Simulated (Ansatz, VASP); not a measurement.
**AlCu: VASP beside Ansatz**

```
Al Cu
1.0
     2.92698    0.00000    0.00000
     0.00000    2.92698    0.00000
     0.00000    0.00000    2.92698
Al Cu
1 1
Direct
  0.00000 0.00000 0.00000
  0.50000 0.50000 0.50000
```

Alike in both runs: task single point; functional r2SCAN; k mesh 14 × 14 × 14; occupations gaussian, width 0.1 eV; no spin polarisation.

|  | VASP | Ansatz |
| --- | --- | --- |
| version | VASP 6.6.1 | Ansatz 0.2.0 |
| potentials or method | VASP PAW PBE potentials, release 64 (Al, Cu), cutoff 520 eV | scalar-relativistic, plane waves, PAW |
| valence electrons in the cell | 14 | 22 |

|  | VASP | Ansatz | Ansatz less VASP |
| --- | --- | --- | --- |
| gap on the k mesh at the Fermi level (eV) | none | none | - |
| pressure (GPa) | 4.3 | 4.3 | +0.04 |

VASP's potentials were made for PBE, not for r2SCAN. A gap of «none» marks a metal or a gap that the smearing closes. The functional is the same, so the differences come from potentials, cutoffs and numerics. VASP's potentials hold 14 valence electrons a cell and Ansatz's 22, so a difference there can come from the potentials and not from the codes.
